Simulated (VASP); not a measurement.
Input of a VASP 6.6.1 run:

The input INCAR:

```
PREC     = Accurate       # precision mode
ENCUT    = 600            # plane-wave cutoff, eV
EDIFF    = 1E-6           # SCF threshold, eV
ISMEAR   = -1             # smearing method
SIGMA    = 0.05           # smearing width, eV
LREAL    = F              # projectors in reciprocal space
LASPH    = T              # aspherical terms in the spheres
NELM     = 100            # most SCF steps
ALGO     = Normal         # electronic algorithm
ISIF     = 3              # what is computed and relaxed
LWAVE    = F              # write WAVECAR
LCHARG   = F              # write CHGCAR
GGA      = PE             # functional
IVDW     = 12             # dispersion correction
IBRION   = 2              # ionic algorithm
NSW      = 80             # ionic steps
EDIFFG   = -0.02          # ionic threshold
```

KPOINTS

```
regular mesh
0
Gamma
  4 4 3
```

POSCAR

```
HPbNO4
1.0
    3.8570700000      0.0017800000     -0.0365800000
    0.1735300000      4.3343600000     -0.0164700000
    0.7580300000      0.8387300000      5.8766200000
H Pb N O
1 1 1 4
Direct
    0.6151100000      0.8955900000      0.1984400000
    0.6459700000      0.4465100000      0.9168500000
    0.7147400000      0.2381000000      0.5005800000
    0.1695800000      0.4700700000      0.7776800000
    0.6291900000      0.9704500000      0.4984500000
    0.5642400000      0.9258300000      0.0384900000
    0.7802200000      0.4225000000      0.3195100000
```

Potentials or basis: VASP PAW PBE potentials, release 64 (H, Pb_d, N, O).

Run with:

```console
$ cat potpaw_PBE.64/H/POTCAR potpaw_PBE.64/Pb_d/POTCAR potpaw_PBE.64/N/POTCAR potpaw_PBE.64/O/POTCAR > POTCAR
$ mpirun -np 1 vasp_std > vasp.out
```

Problem. Estimate the space group after relaxing (to 0.1 Å).

Solution. P1 (No. 1).

Problem. What does it give for the relaxed volume?

Solution. 12.71 Å³/atom.

The path:
```csv
step,energy change (eV),largest force (eV/Å),pressure (GPa),volume (Å³)
1,0.0000,0.6082,-0.64,98.41
3,-0.0051,0.2303,-1.33,98.21
5,-0.0147,0.3158,-0.42,96.11
7,-0.0172,0.1478,0.14,95.41
9,-0.0199,0.2475,0.02,94.83
11,-0.0212,0.1547,0.03,94.91
13,-0.0220,0.4624,-0.13,94.32
15,-0.0245,0.2050,-0.05,94.50
17,-0.0264,0.4087,0.01,93.80
19,-0.0286,0.1370,-0.15,93.93
21,-0.0305,0.1671,-0.24,93.63
23,-0.0326,0.0979,0.04,93.13
25,-0.0371,0.1348,0.07,92.51
27,-0.0397,0.2262,0.17,91.60
29,-0.0414,0.1156,0.27,91.36
31,-0.0434,0.3747,-0.27,91.33
33,-0.0444,0.2286,-0.09,91.31
35,-0.0454,0.5944,0.35,91.10
37,-0.0475,0.2972,0.08,91.18
39,-0.0501,0.3073,-0.69,91.06
41,-0.0519,0.1750,-0.34,90.98
43,-0.0526,0.2096,-0.19,90.78
45,-0.0549,0.1564,-0.19,90.25
47,-0.0559,0.0940,0.07,89.93
49,-0.0565,0.1031,-0.06,89.78
51,-0.0577,0.1780,0.25,89.41
53,-0.0587,0.0822,0.05,89.25
55,-0.0590,0.0734,0.03,89.18
57,-0.0598,0.0469,0.07,89.08
59,-0.0601,0.0479,0.03,89.08
61,-0.0604,0.0539,-0.04,89.10
63,-0.0606,0.0514,-0.08,89.11
65,-0.0610,0.0333,-0.05,89.08
67,-0.0611,0.0331,0.00,89.04
69,-0.0613,0.0301,0.03,88.98
71,-0.0614,0.0182,0.08,88.94
```

Caveat: the standard files for N, O and F lose accuracy on very short bonds.
